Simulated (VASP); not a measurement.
Set up this calculation in VASP 6.6.1, as the native input.

```
Task                   : single point
Functional             : PBEsol
Potentials or basis    : VASP PAW PBE potentials, release 64 (Tl_d)
Cutoff                 : 520 eV
k mesh                 : 13 × 13 × 13
Occupations            : fermi-dirac, width 0.05 eV
Spin                   : no spin polarisation
Dipole correction      : no
Further INCAR settings : ALGO = Normal; EDIFF = 1e-06; NBANDS = 12
```

The structure of Tl lies in POSCAR:

```
Tl
1.0
   -1.9410000000      1.9410000000      1.9410000000
    1.9410000000     -1.9410000000      1.9410000000
    1.9410000000      1.9410000000     -1.9410000000
Tl
1
Direct
    0.0000000000      0.0000000000      0.0000000000
```

This isn't the form of Tl at room conditions, which is hcp.

One way to write it, as run:

INCAR

```
SYSTEM = Tl
ALGO = Normal
EDIFF = 1E-6
ENCUT = 520
GGA = PS
ISIF = 2
ISMEAR = -1
LASPH = .TRUE.
LCHARG = .TRUE.
LELF = .TRUE.
LREAL = .FALSE.
LVHAR = .TRUE.
LWAVE = .FALSE.
NBANDS = 12
NELM = 60
PREC = Accurate
SIGMA = 0.05
```

KPOINTS

```
k-points
0
G
  13 13 13
  0 0 0
```

Potentials or basis: VASP PAW PBE potentials, release 64 (Tl_d).

Run with:

```console
$ cat potpaw_PBE.64/Tl_d/POTCAR > POTCAR
$ mpirun -np 1 vasp_std > vasp.out
```

Results of the run:

```
Pressure               : -0.8 GPa
Band gap on the k mesh : zero (an odd number of electrons rules out a gap without spin polarisation)
```

Caveat: the PAW data sets were made with another functional, which shifts forces and pressure a little; spin-orbit coupling is left out, which moves the levels of the heavy elements.

Run time: 24 s on 1 thread of Intel(R) Xeon(R) Platinum 8259CL CPU @ 2.50GHz (Skylake/Cascade Lake), with other jobs on the host, peak memory 0.17 GiB.
